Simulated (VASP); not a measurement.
Runs of VASP 6.6.1 on Pt. The structure is that of space group Fm-3m (No. 225), or close to it. The cells are those of the table. 

```tsv
level	cell	k mesh	smearing	gap on the mesh (eV)	pressure (GPa)
PBE	a = 2.863 Å, angles 60.0°, 1 atom	16 × 16 × 16	fermi-dirac 0.0612256 eV	none	-12.8
r2SCAN	a = 2.731 Å, angles 60.0°, 1 atom	15 × 15 × 15	fermi-dirac 0.1 eV	none	20.6
PBE	a = 2.827 Å, angles 60.0°, 1 atom	16 × 16 × 16	fermi-dirac 0.0612256 eV	none	(a)
PBE	a = 2.751 Å, angles 60.0°, 1 atom	16 × 16 × 16	fermi-dirac 0.0612256 eV	none	(b)
PBE	a = 2.845 Å, angles 60.0°, 1 atom	24 × 24 × 24	fermi-dirac 0.0612256 eV	none	-9.2
PBE	a = 2.770 Å, angles 60.0°, 1 atom	16 × 16 × 16	fermi-dirac 0.0612256 eV	none	10.6
```

Alike in all rows: task single point; potentials or basis VASP PAW PBE potentials, release 64 (Pt); no spin polarisation; cutoff (eV) 520.

Estimate the missing entries.

(a) -5.2; (b) 17.4.

Caveats: spin-orbit coupling is left out, which moves the levels of the heavy elements; the PAW data sets were made with another functional, which shifts forces and pressure a little (some runs).

A k mesh can miss the band edges, and the runs leave out spin-orbit coupling on Pt.

A gap of «none» marks levels without a gap at the run's occupations.
